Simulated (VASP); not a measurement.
# Mo (R-3m) in VASP: a series of runs

Runs on Mo. Level: PBE. Tasks: single point.

All numbers are computed with VASP 6.6.1; they aren't measurements. Logs are shortened: lines on timing, memory, paths and dates and some standing lists are left out, and cuts for length are marked.

### Step 1. The cell of the first run

It takes space group R-3m (No. 166, trigonal). Conventional cell: a = 5.727 Å, b = 5.727 Å, c = 1.934 Å, α = 90.00°, β = 90.00°, γ = 120.00°. Mo (site symmetry -3m) has 2 Mo at 1.93 Å within 2.6 Å.

### Step 2. Single point, PBE

INCAR

```
PREC     = Accurate       # precision mode
ENCUT    = 520            # plane-wave cutoff, eV
EDIFF    = 1E-6           # SCF threshold, eV
ISMEAR   = 0              # smearing method
SIGMA    = 0.15           # smearing width, eV
LREAL    = F              # projectors in reciprocal space
LASPH    = T              # aspherical terms in the spheres
NELM     = 80             # most SCF steps
ALGO     = Fast           # electronic algorithm
ISIF     = 2              # what is computed and relaxed
LWAVE    = F              # write WAVECAR
LCHARG   = F              # write CHGCAR
GGA      = PE             # functional
NBANDS   = 13             # bands
```

KPOINTS

```
regular mesh
0
Gamma
  22 22 22
```

POSCAR

```
Mo
1.0
   -2.3273940569      1.7220083910      1.7220083910
    1.7220083910     -2.3273940569      1.7220083910
    1.7220083910      1.7220083910     -2.3273940569
Mo
1
Direct
    0.0000000000      0.0000000000      0.0000000000
```

Potentials or basis: VASP PAW PBE potentials, release 64 (Mo_sv).

Launch:

```console
$ cat potpaw_PBE.64/Mo_sv/POTCAR > POTCAR
$ mpirun -np 1 vasp_std > vasp.out
```

OUTCAR:

```text
PREC = Accurate
   ENCUT = 520
   EDIFF = 1E-6
   ISMEAR = 0
   LREAL = F
   LASPH = T
   NELM = 80
   ISIF = 2
   GGA = PE

 ion  position               nearest neighbor table
   1  0.000  0.000  0.000-

  LATTYP: Found a trigonal (rhomboedric) cell.
 ALAT       =     3.3685885610
 COS(alpha) =    -0.4450602107

  Lattice vectors:

 A1 = (  -2.3273940569,   1.7220083910,   1.7220083910)
 A2 = (   1.7220083910,  -2.3273940569,   1.7220083910)
 A3 = (   1.7220083910,   1.7220083910,  -2.3273940569)

Analysis of symmetry for initial positions (statically):
=====================================================================
 Subroutine PRICEL returns:
 Original cell was already a primitive cell.

 Routine SETGRP: Setting up the symmetry group for a
 trigonal (rhombohedral) supercell.

 Subroutine GETGRP returns: Found 12 space group operations
 (whereof 12 operations were pure point group operations)
 out of a pool of 12 trial point group operations.

The static configuration has the point symmetry D_3d.

Analysis of symmetry for dynamics (positions and initial velocities):
=====================================================================
 Subroutine PRICEL returns:
 Original cell was already a primitive cell.

 Routine SETGRP: Setting up the symmetry group for a
 trigonal (rhombohedral) supercell.

 Subroutine GETGRP returns: Found 12 space group operations
 (whereof 12 operations were pure point group operations)
 out of a pool of 12 trial point group operations.

The dynamic configuration has the point symmetry D_3d.

 Subroutine INISYM returns: Found 12 space group operations
 (whereof 12 operations are pure point group operations),
 and found     1 'primitive' translations

----------------------------------------------------------------------------------------

                                     Primitive cell

  volume of cell :      18.3100

  direct lattice vectors                    reciprocal lattice vectors
    -2.327394057  1.722008391  1.722008391     0.133885865  0.380835882  0.380835882
     1.722008391 -2.327394057  1.722008391     0.380835882  0.133885865  0.380835882
     1.722008391  1.722008391 -2.327394057     0.380835882  0.380835882  0.133885865

  length of vectors
     3.368588561  3.368588561  3.368588561     0.554975101  0.554975101  0.554975101

  position of ions in fractional coordinates (direct lattice)
     0.000000000  0.000000000  0.000000000

  ion indices of the primitive-cell ions
   primitive index   ion index
                 1           1

----------------------------------------------------------------------------------------

 KPOINTS: regular mesh

Automatic generation of k-mesh.
 Grid dimensions read from file:
 generate k-points for:   22   22   22

 Generating k-lattice:

  Cartesian coordinates                     Fractional coordinates (reciprocal lattice)
     0.006085721  0.017310722  0.017310722     0.045454545 -0.000000000 -0.000000000
     0.017310722  0.006085721  0.017310722    -0.000000000  0.045454545 -0.000000000
     0.017310722  0.017310722  0.006085721    -0.000000000 -0.000000000  0.045454545

  Length of vectors
     0.025226141  0.025226141  0.025226141

  Shift w.r.t. Gamma in fractional coordinates (k-lattice)
     0.000000000  0.000000000  0.000000000

 Subroutine IBZKPT returns following result:
 ===========================================

 Found   1024 irreducible k-points:

 Following reciprocal coordinates:
            Coordinates               Weight
  0.000000  0.000000  0.000000      1.000000
  0.045455  0.000000  0.000000      6.000000
  0.090909  0.000000  0.000000      6.000000
  0.136364  0.000000  0.000000      6.000000
  0.181818  0.000000  0.000000      6.000000
  0.227273  0.000000 -0.000000      6.000000
[... 16 lines left out ...]
  0.500000  0.045455  0.000000     12.000000
 -0.454545  0.045455  0.000000     12.000000
 [... further k-points ...]
   k-points           NKPTS =   1024   k-points in BZ     NKDIM =   1024   number of bands    NBANDS=     13
   number of dos      NEDOS =    301   number of ions     NIONS =      1
   total plane-waves  NPLWV =  21952
   dimension x,y,z NGX =    28 NGY =   28 NGZ =   28
   dimension x,y,z NGXF=    56 NGYF=   56 NGZF=   56
   ions per type =               1
   NGX,Y,Z   is equivalent  to a cutoff of  13.82, 13.82, 13.82 a.u.
   NGXF,Y,Z  is equivalent  to a cutoff of  27.64, 27.64, 27.64 a.u.
 SYSTEM =  unknown system
   PREC   = accura    normal or accurate (medium, high low for compatibility)
   ISTART =      0    job   : 0-new  1-cont  2-samecut
   ICHARG =      2    charge: 1-file 2-atom 10-const
   ISPIN  =      1    spin polarized calculation?
   LNONCOLLINEAR =      F non collinear calculations
   LSORBIT =      F    spin-orbit coupling
   LASPH  =      T    aspherical Exc in radial PAW
   ENCUT  =  520.0 eV  38.22 Ry    6.18 a.u.   6.26  6.26  6.26*2*pi/ulx,y,z
   NELM   =     80;   NELMIN=  2; NELMDL= -5     # of ELM steps
   EDIFF  = 0.1E-05   stopping-criterion for ELM
   LREAL  =      F    real-space projection
   EDIFFG = 0.1E-04   stopping-criterion for IOM
   NSW    =      0    number of steps for IOM
   IBRION =     -1    ionic relax: 0-MD 1-quasi-New 2-CG
   NFREE  =      0    steps in history (QN), initial steepest desc. (CG)
   ISIF   =      2    stress and relaxation
   ISYM   =      2    0-nonsym 1-usesym 2-fastsym
   POTIM  = 0.5000    time-step for ionic-motion
   TEBEG  =    0.0;   TEEND  =   0.0 temperature during run
   PSTRESS=    0.0 pullay stress
   NELECT =      14.0000    total number of electrons
   NUPDOWN=      -1.0000    fix difference up-down
   EMIN   =  10.00;   EMAX   =-10.00  energy-range for DOS
   EFERMI =   0.00;   METHOD = LEGACY
   ISMEAR =     0;   SIGMA  =   0.15  broadening in eV -4-tet -1-fermi 0-gaus
   EFERMI_NEDOS =   21; number of points for ismear=-14 and -15
   IALGO  =     68    algorithm
   IMIX   =      4    mixing-type and parameters
     AMIX     =   0.40;   BMIX     =  1.00
     AMIX_MAG =   1.60;   BMIX_MAG =  1.00
  volume/ion in A,a.u.               =      18.31       123.56
  Fermi-wavevector in a.u.,A,eV,Ry     =   1.496999  2.828917 30.490722  2.241005
  Thomas-Fermi vector in A             =   2.608943
   LORBIT       =      0    0 simple, 1 ext, 2 COOP (PROOUT), +10 PAW based schemes
   GGA     = PE    functional components
   LHFCALC =     F    Hartree Fock is set to
   AEXX    =    0.0000 exact exchange contribution
   IVDW    =     0    specifies the selected vdW correction
   LEPSILON=     F    determine dielectric tensor
   LRPA    =     F    only Hartree local field effects (RPA)
 non-spin polarized calculation
 RMM-DIIS sequential band-by-band and
 Gauss-broadening in eV      SIGMA  =   0.15
  energy-cutoff  :      520.00
  volume of cell :       18.31
 maximum number of plane-waves:       515
 NGX is ok and might be reduce to    28
   NGX = 13   NGY = 13   NGZ = 13

 number of electron      14.0000001 magnetization

 Free energy of the ion-electron system (eV)
  ---------------------------------------------------
  ext. energy  EPLUGINS =         0.00000000
  ---------------------------------------------------
  free energy    TOTEN  =        -6.92915585 eV

  energy without entropy =       -6.91841965  energy(sigma->0) =       -6.92378775

 E-fermi :  10.2018     XC(G=0): -12.0790

 val. band max:       10.2016055164   @ k =  -0.0909   0.3182   0.0909
 cond. band min:      10.2024733134   @ k =  -0.3636  -0.3636   0.1364
 fundamental gap:      0.0008677970
 Fermi energy:        10.2017872987

 k-point     1 :       0.0000    0.0000    0.0000
  band No.  band energies     occupation
      1     -52.6542      2.00000
      2     -25.8319      2.00000
      3     -25.8319      2.00000
      4     -20.2112      2.00000
      5       2.6648      2.00000
      6       5.3924      2.00000
      7       7.6203      2.00000
      8       7.6203      2.00000
      9      18.0892      0.00000
     10      18.0892      0.00000
     11      19.4755      0.00000
     12      25.3788      0.00000
     13      25.3788      0.00000

 k-point     2 :       0.0455    0.0000    0.0000
  band No.  band energies     occupation
      1     -52.6072      2.00000
      2     -25.8009      2.00000
      3     -25.7995      2.00000
      4     -20.5152      2.00000
      5       2.8343      2.00000
      6       5.7435      2.00000
      7       7.6670      2.00000
      8       7.6939      2.00000
      9      17.3457      0.00000
     10      17.3685      0.00000
     11      19.5913      0.00000
     12      25.9397      0.00000
     13      25.9740      0.00000

 k-point     3 :       0.0909    0.0000    0.0000
  band No.  band energies     occupation
      1     -52.4679      2.00000
      2     -25.7094      2.00000
      3     -25.7038      2.00000
      4     -21.3611      2.00000
      5       3.2687      2.00000
      6       6.7993      2.00000
      7       7.8068      2.00000
      8       7.9129      2.00000
      9      15.6689      0.00000
     10      15.7364      0.00000
     11      19.9338      0.00000
     12      26.9218      0.00000
     13      27.1075      0.00000
[... 305 lines left out ...]
 k-point    23 :       0.5000    0.0455    0.0000
  band No.  band energies     occupation
      1     -49.7742      2.00000
      2     -31.0358      2.00000
      3     -24.1208      2.00000
      4     -24.0582      2.00000
      5       3.7583      2.00000
      6       4.4365      2.00000
      7      11.3840      0.00000
      8      12.0402      0.00000
      9      14.1865      0.00000
     10      16.3514      0.00000
     11      21.9372      0.00000
     12      25.7073      0.00000
     13      27.4519      0.00000

 k-point    24 :      -0.4545    0.0455    0.0000
  band No.  band energies     occupation
      1     -49.9978      2.00000
      2     -30.4719      2.00000
      3     -24.2446      2.00000
      4     -24.1810      2.00000
      5       4.2293      2.00000
      6       4.9485      2.00000
      7      10.9216      0.00000
      8      11.3277      0.00000
      9      12.9609      0.00000
     10      17.7395      0.00000
     11      22.3217      0.00000
     12      25.4721      0.00000
     13      27.3038      0.00000

 [... further k-points ...]
[... 5 lines left out ...]
  --------------------------------------------------------------------------------------
  -------------------------------------------------------------------------------------
  Total        7.6789211      7.6789211      7.6789211     10.0857863     10.0857863     10.0857863
  in kB      671.9275412    671.9275412    671.9275412    882.5351222    882.5351222    882.5351222
  external PRESSURE =     671.9275412 kB  Pullay stress =       0.0000000 kB

 VOLUME and BASIS-vectors are now :
 -----------------------------------------------------------------------------
  energy-cutoff  :      520.00
  volume of cell :       18.31
      direct lattice vectors                 reciprocal lattice vectors
    -2.327394057  1.722008391  1.722008391     0.133885865  0.380835882  0.380835882
     1.722008391 -2.327394057  1.722008391     0.380835882  0.133885865  0.380835882
     1.722008391  1.722008391 -2.327394057     0.380835882  0.380835882  0.133885865

 POSITION                                       TOTAL-FORCE (eV/Angst)
 -----------------------------------------------------------------------------------
      0.00000      0.00000      0.00000         0.000000      0.000000      0.000000
 -----------------------------------------------------------------------------------
    total drift:                               -0.000000     -0.000000      0.000000

  FREE ENERGIE OF THE ION-ELECTRON SYSTEM (eV)
  ---------------------------------------------------
  free  energy   TOTEN  =        -6.9291558493 eV

  energy  without entropy=       -6.9184196491  energy(sigma->0) =       -6.92378775
```

It took 5.4 min on 1 thread of Intel Xeon Platinum 8259CL at 2.50GHz (Skylake/Cascade Lake), shared host; peak memory 0.35 GiB.

What came out:

| Quantity | Value |
| --- | --- |
| Free energy | -6.9292 eV |
| Pressure | 67.2 GPa |
| Band gap on the k mesh | zero (band 7 reaches 12.36 eV, above the bottom of band 8 at 7.62 eV) |

Levels at points of the mesh, in eV from the Fermi level:
```
           k point  band 4  band 5  band 6  band 7  band 8  band 9  band 10  band 11
(0.00, 0.00, 0.00)  -30.41   -7.54   -4.81   -2.58   -2.58    7.89     7.89     9.27
(0.50, 0.00, 0.00)  -34.22   -6.60   -5.93    1.36    2.04    4.54     5.42    11.63
(0.50, 0.50, 0.00)  -30.42   -6.25   -4.62   -0.87    0.07    3.92     7.93     8.06
(0.50, 0.50, 0.50)  -34.30   -6.72   -6.72    2.16    2.16    7.51     9.37     9.37
```

(Part 1 of 2 ends here.)
